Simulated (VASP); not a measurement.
Runs of VASP 6.6.1 on PbSe. The structure is that of space group Fm-3m (No. 225), or close to it. The cells are those of the table. 

```csv
task,cell,cutoff (eV),gap on the mesh (eV),pressure (GPa)
electric field gradients,"a = 4.345 Å, angles 60.0°, 2 atoms",400,-,-1.1
single point,"a = 4.388 Å, angles 60.0°, 2 atoms",500,-,-2.4
electric field gradients,"a = 4.266, b = 4.266, c = 4.201 Å, angles 60.5, 60.5, 59.0°, 2 atoms",520,(c),3.1
single point,"a = 4.287, b = 4.287, c = 4.244 Å, angles 60.3, 60.3, 59.3°, 2 atoms",520,0.61,1.7
single point,"a = 4.415 Å, angles 60.0°, 2 atoms",500,-,(a)
electric field gradients,"a = 4.309, b = 4.309, c = 4.331 Å, angles 59.8, 59.8, 60.3°, 2 atoms",520,0.64,0.0
single point,"a = 4.301 Å, angles 60.0°, 2 atoms",500,-,0.5
electric field gradients,"a = 4.309, b = 4.309, c = 4.287 Å, angles 60.2, 60.2, 59.7°, 2 atoms",520,0.63,0.5
electric field gradients,"a = 4.388 Å, angles 60.0°, 2 atoms",400,-,-2.4
single point,"a = 4.316 Å, angles 60.0°, 2 atoms",500,-,(b)
single point,"a = 4.345 Å, angles 60.0°, 2 atoms",500,-,-1.1
```

Alike in all rows: level PBEsol; potentials or basis VASP PAW PBE potentials, release 64 (Pb_d, Se); no spin polarisation; k mesh 9 × 9 × 9; smearing fermi-dirac 0.01 eV.

Task: Fill in the values left out.

Result: (a) -3.2; (b) -0.1; (c) 0.60.

Caveats: the PAW data sets were made with another functional, which shifts forces and pressure a little; spin-orbit coupling is left out, which moves the levels of the heavy elements.

A k mesh can miss the band edges, and the runs leave out spin-orbit coupling on Pb, Se.
